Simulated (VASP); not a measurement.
# TiCo3 (Pm-3m) in VASP: notebook

Runs on TiCo3. Level: r2SCAN. Tasks: single point.

All numbers are computed with VASP 6.6.1; they aren't measurements. Logs are shortened: lines on timing, memory, paths and dates and some standing lists are left out, and cuts for length are marked.

### 1 The cell of the first run

It takes space group Pm-3m (No. 221, cubic). Conventional cell: a = 3.614 Å, b = 3.614 Å, c = 3.614 Å, α = 90.00°, β = 90.00°, γ = 90.00°. Ti (site symmetry m-3m) has 12 Co at 2.56 Å within 3.4 Å. Within 3.4 Å of Co (site symmetry 4/mmm) lie 4 Ti at 2.56 Å and 8 Co at 2.56 Å.

### 2 Single point, r2SCAN, collinear spin, ferrimagnetic start

File POSCAR:

```
TiCo3
1.0
    3.6140000000      0.0000000000      0.0000000000
    0.0000000000      3.6140000000      0.0000000000
    0.0000000000      0.0000000000      3.6140000000
Ti Co
1 3
Direct
    0.0000000000      0.0000000000      0.0000000000
    0.0000000000      0.5000000000      0.5000000000
    0.5000000000      0.0000000000      0.5000000000
    0.5000000000      0.5000000000      0.0000000000
```

File INCAR.step1:

```
PREC = Accurate
ENCUT = 520
ISMEAR = 0
SIGMA = 0.1
LREAL = F
LASPH = T
NELM = 150
ISPIN = 2
MAGMOM = -0.74 1.48 1.48 1.48
LMAXMIX = 4
NBANDS = 32
GGA = PE
ALGO = Normal
EDIFF = 1E-4
LWAVE = T
LCHARG = F
```

File INCAR.step2:

```
PREC = Accurate
ENCUT = 520
EDIFF = 1E-7
ISMEAR = 0
SIGMA = 0.1
LREAL = F
LASPH = T
NELM = 150
ALGO = Normal
ISIF = 2
LWAVE = F
LCHARG = F
ISPIN = 2
MAGMOM = -0.74 1.48 1.48 1.48
LORBIT = 11
LMAXMIX = 4
METAGGA = R2SCAN
LMIXTAU = T
NBANDS = 32
ISTART = 1
```

File KPOINTS:

```
regular mesh
0
Gamma
  10 10 10
```

Potentials or basis: VASP PAW PBE potentials, release 64 (Ti_sv, Co).

The run is started by

```bash
cat potpaw_PBE.64/Ti_sv/POTCAR potpaw_PBE.64/Co/POTCAR > POTCAR
cp INCAR.step1 INCAR
mpirun -np 1 vasp_std > vasp.out
cp INCAR.step2 INCAR
mpirun -np 1 vasp_std > vasp.out
```

OUTCAR:

```text
PREC = Accurate
   ENCUT = 520
   EDIFF = 1E-7
   ISMEAR = 0
   LREAL = F
   LASPH = T
   NELM = 150
   ISIF = 2
   ISPIN = 2
   LORBIT = 11
   METAGGA = R2SCAN
   ISTART = 1

 ion  position               nearest neighbor table
   1  0.000  0.000  0.000-   2 2.56   3 2.56   4 2.56   2 2.56   3 2.56   2 2.56   4 2.56   2 2.56
                             3 2.56   4 2.56   3 2.56   4 2.56
   2  0.000  0.500  0.500-   1 2.56   3 2.56   4 2.56   1 2.56   4 2.56   1 2.56   3 2.56   1 2.56
                             3 2.56   4 2.56   4 2.56   3 2.56
   3  0.500  0.000  0.500-   1 2.56   2 2.56   4 2.56   1 2.56   4 2.56   2 2.56   4 2.56   4 2.56
                             1 2.56   2 2.56   1 2.56   2 2.56
   4  0.500  0.500  0.000-   1 2.56   2 2.56   3 2.56   2 2.56   3 2.56   1 2.56   3 2.56   3 2.56
                             1 2.56   2 2.56   2 2.56   1 2.56

  LATTYP: Found a simple cubic cell.
 ALAT       =     3.6140000000

  Lattice vectors:

 A1 = (   3.6140000000,   0.0000000000,   0.0000000000)
 A2 = (   0.0000000000,   3.6140000000,   0.0000000000)
 A3 = (   0.0000000000,   0.0000000000,   3.6140000000)

Analysis of symmetry for initial positions (statically):
=====================================================================
 Subroutine PRICEL returns:
 Original cell was already a primitive cell.

 Routine SETGRP: Setting up the symmetry group for a
 simple cubic supercell.

 Subroutine GETGRP returns: Found 48 space group operations
 (whereof 48 operations were pure point group operations)
 out of a pool of 48 trial point group operations.

The static configuration has the point symmetry O_h .

Analysis of symmetry for dynamics (positions and initial velocities):
=====================================================================
 Subroutine PRICEL returns:
 Original cell was already a primitive cell.

 Routine SETGRP: Setting up the symmetry group for a
 simple cubic supercell.

 Subroutine GETGRP returns: Found 48 space group operations
 (whereof 48 operations were pure point group operations)
 out of a pool of 48 trial point group operations.

The dynamic configuration has the point symmetry O_h .

Analysis of structural, dynamic, and magnetic symmetry:
=====================================================================
 Subroutine PRICEL returns:
 Original cell was already a primitive cell.

 Routine SETGRP: Setting up the symmetry group for a
 simple cubic supercell.

 Subroutine GETGRP returns: Found 48 space group operations
 (whereof 48 operations were pure point group operations)
 out of a pool of 48 trial point group operations.

The overall configuration has the point symmetry O_h .

 Subroutine INISYM returns: Found 48 space group operations
 (whereof 48 operations are pure point group operations),
 and found     1 'primitive' translations

----------------------------------------------------------------------------------------

                                     Primitive cell

  volume of cell :      47.2024

  direct lattice vectors                    reciprocal lattice vectors
     3.614000000  0.000000000  0.000000000     0.276701716  0.000000000  0.000000000
     0.000000000  3.614000000  0.000000000     0.000000000  0.276701716  0.000000000
     0.000000000  0.000000000  3.614000000     0.000000000  0.000000000  0.276701716

  length of vectors
     3.614000000  3.614000000  3.614000000     0.276701716  0.276701716  0.276701716

  position of ions in fractional coordinates (direct lattice)
     0.000000000  0.000000000  0.000000000
     0.000000000  0.500000000  0.500000000
     0.500000000  0.000000000  0.500000000
     0.500000000  0.500000000  0.000000000

  ion indices of the primitive-cell ions
   primitive index   ion index
                 1           1
                 2           2
                 3           3
                 4           4

----------------------------------------------------------------------------------------

 KPOINTS: regular mesh

Automatic generation of k-mesh.
 Grid dimensions read from file:
 generate k-points for:   10   10   10

 Generating k-lattice:

  Cartesian coordinates                     Fractional coordinates (reciprocal lattice)
     0.027670172  0.000000000  0.000000000     0.100000000  0.000000000  0.000000000
     0.000000000  0.027670172  0.000000000     0.000000000  0.100000000  0.000000000
     0.000000000  0.000000000  0.027670172     0.000000000  0.000000000  0.100000000

  Length of vectors
     0.027670172  0.027670172  0.027670172

  Shift w.r.t. Gamma in fractional coordinates (k-lattice)
     0.000000000  0.000000000  0.000000000

 Subroutine IBZKPT returns following result:
 ===========================================

 Found     56 irreducible k-points:

 Following reciprocal coordinates:
            Coordinates               Weight
  0.000000  0.000000  0.000000      1.000000
  0.100000  0.000000  0.000000      6.000000
  0.200000  0.000000  0.000000      6.000000
  0.300000  0.000000  0.000000      6.000000
  0.400000  0.000000  0.000000      6.000000
  0.500000  0.000000  0.000000      3.000000
[... 16 lines left out ...]
  0.200000  0.100000  0.100000     24.000000
  0.300000  0.100000  0.100000     24.000000
 [... further k-points ...]
   k-points           NKPTS =     56   k-points in BZ     NKDIM =     56   number of bands    NBANDS=     32
   number of dos      NEDOS =    301   number of ions     NIONS =      4
   total plane-waves  NPLWV =  21952
   dimension x,y,z NGX =    28 NGY =   28 NGZ =   28
   dimension x,y,z NGXF=    56 NGYF=   56 NGZF=   56
   ions per type =               1   3
   NGX,Y,Z   is equivalent  to a cutoff of  12.88, 12.88, 12.88 a.u.
   NGXF,Y,Z  is equivalent  to a cutoff of  25.76, 25.76, 25.76 a.u.
 SYSTEM =  unknown system
   PREC   = accura    normal or accurate (medium, high low for compatibility)
   ISTART =      1    job   : 0-new  1-cont  2-samecut
   ICHARG =      0    charge: 1-file 2-atom 10-const
   ISPIN  =      2    spin polarized calculation?
   LNONCOLLINEAR =      F non collinear calculations
   LSORBIT =      F    spin-orbit coupling
   LASPH  =      T    aspherical Exc in radial PAW
   ENCUT  =  520.0 eV  38.22 Ry    6.18 a.u.   6.72  6.72  6.72*2*pi/ulx,y,z
   NELM   =    150;   NELMIN=  2; NELMDL=  0     # of ELM steps
   EDIFF  = 0.1E-06   stopping-criterion for ELM
   LREAL  =      F    real-space projection
   EDIFFG = 0.1E-05   stopping-criterion for IOM
   NSW    =      0    number of steps for IOM
   IBRION =     -1    ionic relax: 0-MD 1-quasi-New 2-CG
   NFREE  =      0    steps in history (QN), initial steepest desc. (CG)
   ISIF   =      2    stress and relaxation
   ISYM   =      2    0-nonsym 1-usesym 2-fastsym
   POTIM  = 0.5000    time-step for ionic-motion
   TEBEG  =    0.0;   TEEND  =   0.0 temperature during run
   PSTRESS=    0.0 pullay stress
   NELECT =      39.0000    total number of electrons
   NUPDOWN=      -1.0000    fix difference up-down
   EMIN   =  10.00;   EMAX   =-10.00  energy-range for DOS
   EFERMI =   0.00;   METHOD = LEGACY
   ISMEAR =     0;   SIGMA  =   0.10  broadening in eV -4-tet -1-fermi 0-gaus
   EFERMI_NEDOS =   21; number of points for ismear=-14 and -15
   IALGO  =     38    algorithm
   IMIX   =      4    mixing-type and parameters
     AMIX     =   0.40;   BMIX     =  1.00
     AMIX_MAG =   1.60;   BMIX_MAG =  1.00
  volume/ion in A,a.u.               =      11.80        79.63
  Fermi-wavevector in a.u.,A,eV,Ry     =   1.536178  2.902956 32.107613  2.359843
  Thomas-Fermi vector in A             =   2.642863
   LORBIT       =     11    0 simple, 1 ext, 2 COOP (PROOUT), +10 PAW based schemes
   METAGGA = R2SCAN    functional components
   LHFCALC =     F    Hartree Fock is set to
   AEXX    =    0.0000 exact exchange contribution
   IVDW    =     0    specifies the selected vdW correction
   LEPSILON=     F    determine dielectric tensor
   LRPA    =     F    only Hartree local field effects (RPA)
 spin polarized calculation
 Gauss-broadening in eV      SIGMA  =   0.10
  energy-cutoff  :      520.00
  volume of cell :       47.20
 maximum number of plane-waves:      1328
 NGX is ok and might be reduce to    28
   NGX = 13   NGY = 13   NGZ = 13

 number of electron      39.0000025 magnetization       2.7732021

 Free energy of the ion-electron system (eV)
  ---------------------------------------------------
  ext. energy  EPLUGINS =         0.00000000
  ---------------------------------------------------
  free energy    TOTEN  =       -53.32692460 eV

  energy without entropy =      -53.30922202  energy(sigma->0) =      -53.31807331

 E-fermi :  10.2788     XC(G=0): -14.2245

 val. band max:       10.2769776380   @ k =   0.4000   0.3000   0.1000
 cond. band min:      10.2815215458   @ k =   0.4000   0.2000   0.2000
 fundamental gap:      0.0045439078
 Fermi energy:        10.2787630385

 spin component 1

 k-point     1 :       0.0000    0.0000    0.0000
  band No.  band energies     occupation
      1     -48.5098      1.00000
      2     -23.7230      1.00000
      3     -23.7230      1.00000
      4     -23.7230      1.00000
      5       1.7416      1.00000
      6       5.0500      1.00000
[... 23 lines left out ...]
     30      21.2819      0.00000
     31      21.2819      0.00000

 k-point     2 :       0.1000    0.0000    0.0000
  band No.  band energies     occupation
      1     -48.5094      1.00000
      2     -23.7285      1.00000
      3     -23.7231      1.00000
      4     -23.7231      1.00000
      5       1.8766      1.00000
      6       5.0974      1.00000
[... 23 lines left out ...]
     30      21.2379      0.00000
     31      21.8979      0.00000

 k-point     3 :       0.2000    0.0000    0.0000
  band No.  band energies     occupation
      1     -48.5085      1.00000
      2     -23.7431      1.00000
      3     -23.7236      1.00000
      4     -23.7236      1.00000
      5       2.2725      1.00000
      6       5.2041      1.00000
[... 703 lines left out ...]
     30      21.6525      0.00000
     31      22.0624      0.00000

 k-point    24 :       0.3000    0.1000    0.1000
  band No.  band energies     occupation
      1     -48.5066      1.00000
      2     -23.7600      1.00000
      3     -23.7299      1.00000
      4     -23.7280      1.00000
      5       3.1341      1.00000
      6       5.4351      1.00000
[... 23 lines left out ...]
     30      20.6873      0.00000
     31      21.9934      0.00000

 [... further k-points ...]

 spin component 2

 k-point     1 :       0.0000    0.0000    0.0000
  band No.  band energies     occupation
      1     -49.3519      1.00000
      2     -24.5710      1.00000
      3     -24.5710      1.00000
      4     -24.5710      1.00000
      5       1.1919      1.00000
      6       5.8262      1.00000
[... 23 lines left out ...]
     30      21.5879      0.00000
     31      21.6348      0.00000

 k-point     2 :       0.1000    0.0000    0.0000
  band No.  band energies     occupation
      1     -49.3515      1.00000
      2     -24.5769      1.00000
      3     -24.5711      1.00000
      4     -24.5711      1.00000
      5       1.3301      1.00000
      6       5.8667      1.00000
[... 23 lines left out ...]
     30      21.5663      0.00000
     31      22.2381      0.00000

 k-point     3 :       0.2000    0.0000    0.0000
  band No.  band energies     occupation
      1     -49.3505      1.00000
      2     -24.5923      1.00000
      3     -24.5716      1.00000
      4     -24.5716      1.00000
      5       1.7364      1.00000
      6       5.9033      1.00000
[... 703 lines left out ...]
     30      21.8735      0.00000
     31      22.1952      0.00000

 k-point    24 :       0.3000    0.1000    0.1000
  band No.  band energies     occupation
      1     -49.3485      1.00000
      2     -24.6103      1.00000
      3     -24.5782      1.00000
      4     -24.5763      1.00000
      5       2.6325      1.00000
      6       5.8891      1.00000
[... 23 lines left out ...]
     30      20.7972      0.00000
     31      22.2772      0.00000

 [... further k-points ...]

 [bands above 31 left out]

------------------------ aborting loop because EDIFF is reached ----------------------------------------

  FORCE on cell =-STRESS in cart. coord.  units (eV):
  Direction    XX          YY          ZZ          XY          YZ          ZX
  --------------------------------------------------------------------------------------
  -------------------------------------------------------------------------------------
  Total       -1.2084421     -1.2084421     -1.2084421      0.0000000     -0.0000000      0.0000000
  in kB      -41.0177642    -41.0177642    -41.0177642      0.0000000     -0.0000000      0.0000000
  external PRESSURE =     -41.0177642 kB  Pullay stress =       0.0000000 kB

 VOLUME and BASIS-vectors are now :
 -----------------------------------------------------------------------------
  energy-cutoff  :      520.00
  volume of cell :       47.20
      direct lattice vectors                 reciprocal lattice vectors
     3.614000000  0.000000000  0.000000000     0.276701716  0.000000000  0.000000000
     0.000000000  3.614000000  0.000000000     0.000000000  0.276701716  0.000000000
     0.000000000  0.000000000  3.614000000     0.000000000  0.000000000  0.276701716

 POSITION                                       TOTAL-FORCE (eV/Angst)
 -----------------------------------------------------------------------------------
      0.00000      0.00000      0.00000         0.000000      0.000000      0.000000
      0.00000      1.80700      1.80700         0.000000      0.000000      0.000000
      1.80700      0.00000      1.80700         0.000000      0.000000      0.000000
      1.80700      1.80700      0.00000         0.000000      0.000000      0.000000
 -----------------------------------------------------------------------------------
    total drift:                                0.000000      0.000000      0.000000

  FREE ENERGIE OF THE ION-ELECTRON SYSTEM (eV)
  ---------------------------------------------------
  free  energy   TOTEN  =       -53.3269246044 eV

  energy  without entropy=      -53.3092220184  energy(sigma->0) =      -53.31807331

 total charge

# of ion       s       p       d       tot
------------------------------------------
    1        2.257   6.197   1.883  10.337
    2        0.520   0.534   7.276   8.329
    3        0.520   0.534   7.276   8.329
    4        0.520   0.534   7.276   8.329
--------------------------------------------------
tot          3.816   7.798  23.710  35.325

 magnetization (x)

# of ion       s       p       d       tot
------------------------------------------
    1       -0.020  -0.057  -0.672  -0.749
    2       -0.004  -0.060   1.358   1.294
    3       -0.004  -0.060   1.358   1.294
    4       -0.004  -0.060   1.358   1.294
--------------------------------------------------
tot         -0.031  -0.239   3.401   3.132
```

Run time: 10 min. Hardware: 1 thread of AMD EPYC 7R13 (Zen 3), shared host; peak memory 0.25 GiB.

Results:

```
Free energy                                           : -53.3269 eV
Pressure                                              : -4.1 GPa
Net moment                                            : 2.77 μB per cell
Site moments                                          : Ti -0.75; Co +1.29 μB
Valence electrons inside the program's atomic spheres : Ti 10.34; Co 8.33
```

Levels at points of the mesh, in eV from the Fermi level:
Spin up:
```csv
k point,band 19,band 20,band 21,band 22,band 23,band 24
"(0.00, 0.00, 0.00)",-0.80,-0.80,1.86,1.86,2.92,2.92
"(0.50, 0.00, 0.00)",-1.90,-1.70,-0.80,0.97,0.97,1.30
"(0.50, 0.50, 0.00)",-1.75,-1.70,-1.67,0.89,0.89,1.52
"(0.50, 0.50, 0.50)",-1.13,-0.53,0.42,0.42,0.42,1.39
```
Spin down:
```tsv
k point	band 14	band 15	band 16	band 17	band 18	band 19	band 20	band 21	band 22	band 23
(0.00, 0.00, 0.00)	-1.26	0.59	0.59	1.02	1.02	1.02	1.41	2.53	2.53	2.53
(0.50, 0.00, 0.00)	-2.19	-0.54	-0.54	-0.48	-0.27	0.22	0.77	0.77	0.83	1.02
(0.50, 0.50, 0.00)	-1.62	-1.62	-1.43	-0.57	-0.16	-0.16	-0.05	-0.04	1.27	1.27
(0.50, 0.50, 0.50)	-0.86	-0.86	-0.86	-0.80	-0.23	-0.23	-0.23	1.09	1.09	1.09
```

Caveat: the cell stands under tension; the PAW data sets were made with another functional, which shifts forces and pressure a little.

### 3 Single point, r2SCAN, collinear spin, ferrimagnetic start

POSCAR is that of step 2.

File INCAR.step1:

```
SYSTEM = TiCo3
PREC = Accurate
ENCUT = 520
ISMEAR = 0
SIGMA = 0.1
LREAL = .False.
LASPH = .True.
NELM = 150
ISPIN = 2
MAGMOM = -0.74 1.48 1.48 1.48
LMAXMIX = 4
NBANDS = 32
GGA = PE
ALGO = Normal
EDIFF = 1E-4
LWAVE = .True.
LCHARG = .False.
```

File INCAR.step2:

```
SYSTEM = TiCo3
PREC = Accurate
ENCUT = 520
EDIFF = 1E-7
ISMEAR = 0
SIGMA = 0.1
LREAL = .False.
LASPH = .True.
NELM = 150
ALGO = Normal
ISIF = 2
LWAVE = .False.
LCHARG = .False.
ISPIN = 2
MAGMOM = -0.74 1.48 1.48 1.48
LORBIT = 11
LMAXMIX = 4
METAGGA = R2SCAN
LMIXTAU = .True.
NBANDS = 32
ISTART = 1
```

File KPOINTS:

```
Automatic mesh
0
Gamma
  14 14 14
  0 0 0
```

Potentials or basis: VASP PAW PBE potentials, release 64 (Ti_sv, Co).

The run is started by

```bash
cat potpaw_PBE.64/Ti_sv/POTCAR potpaw_PBE.64/Co/POTCAR > POTCAR
cp INCAR.step1 INCAR
mpirun -np 1 vasp_std > vasp.out
cp INCAR.step2 INCAR
mpirun -np 1 vasp_std > vasp.out
```

Run time: 30 min. Hardware: 1 thread of Oxide Virtual Turin-like, shared host; peak memory 0.35 GiB.

The run converged. Its results:

```yaml
Free_energy: -53.3258 eV
Pressure: -4.1 GPa
Net_moment: 2.79 μB per cell
Site_moments: Ti -0.74; Co +1.29 μB
Valence_electrons_inside_the_program's_atomic_spheres: Ti 10.34; Co 8.33
```

Levels at points of the mesh, in eV from the Fermi level:
Spin up:
```
           k point  band 17  band 18  band 19  band 20  band 21  band 22  band 23  band 24  band 25  band 26
(0.00, 0.00, 0.00)    -1.40    -0.81    -0.81    -0.81     1.85     1.85     2.91     2.91     2.91     3.24
(0.50, 0.00, 0.00)    -2.19    -1.90    -1.90    -1.70    -0.80     0.96     0.96     1.30     2.53     3.14
(0.50, 0.50, 0.00)    -2.47    -2.47    -1.75    -1.70    -1.68     0.89     0.89     1.51     1.51     2.42
(0.50, 0.50, 0.50)    -1.13    -1.13    -1.13    -0.53     0.41     0.41     0.41     1.38     1.38     1.38
```
Spin down:
```
           k point  band 15  band 16  band 17  band 18  band 19  band 20  band 21  band 22
(0.00, 0.00, 0.00)     0.58     0.58     1.02     1.02     1.02     1.41     2.53     2.53
(0.50, 0.00, 0.00)    -0.54    -0.54    -0.48    -0.27     0.22     0.78     0.78     0.83
(0.50, 0.50, 0.00)    -1.62    -1.43    -0.57    -0.17    -0.17    -0.05    -0.05     1.27
(0.50, 0.50, 0.50)    -0.86    -0.86    -0.80    -0.23    -0.23    -0.23     1.09     1.09
```

Caveat: the cell stands under tension; the PAW data sets were made with another functional, which shifts forces and pressure a little.
